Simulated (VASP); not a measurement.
A run of VASP 6.6.1 is set up as follows.

Contents of INCAR:

```
SYSTEM = NaCl
  PREC = Accurate
  ENCUT = 600
  EDIFF = 1E-7
  ISMEAR = 0
  SIGMA = 0.02
  LREAL = .FALSE.
  LASPH = .TRUE.
  NELM = 100
  ALGO = Normal
  ISIF = 3
  LWAVE = .FALSE.
  LCHARG = .FALSE.
  GGA = PE
  IBRION = 2
  NSW = 100
  EDIFFG = -0.002
  PSTRESS = 66.6
```

Contents of KPOINTS:

```
regular mesh
0
G
  8 8 8
  0 0 0
```

File POSCAR:

```
NaCl
1.0
    0.0000000000      2.6784744727      2.6784744727
    2.6784744727      0.0000000000      2.6784744727
    2.6784744727      2.6784744727      0.0000000000
Na Cl
1 1
Direct
    0.0000000000      0.0000000000      0.0000000000
    0.5000000000      0.5000000000      0.5000000000
```

Potentials or basis: VASP PAW PBE potentials, release 64 (Na_pv, Cl).

Command:

```console
$ cat potpaw_PBE.64/Na_pv/POTCAR potpaw_PBE.64/Cl/POTCAR > POTCAR
$ mpirun -np 1 vasp_std > vasp.out
```

(1) Estimate the space group after relaxing (to 0.1 Å).

(2) What does it give for the relaxed cell?

(3) Predict the relaxed volume.

Results:

(1) Fm-3m (No. 225).

(2) a = 3.789 Å, b = 3.789 Å, c = 3.789 Å, α = 60.00°, β = 60.00°, γ = 60.00°.

(3) 19.23 Å³/atom.

Caveat: the cell is relaxed towards a set pressure, so the run minimises the enthalpy, not the energy.
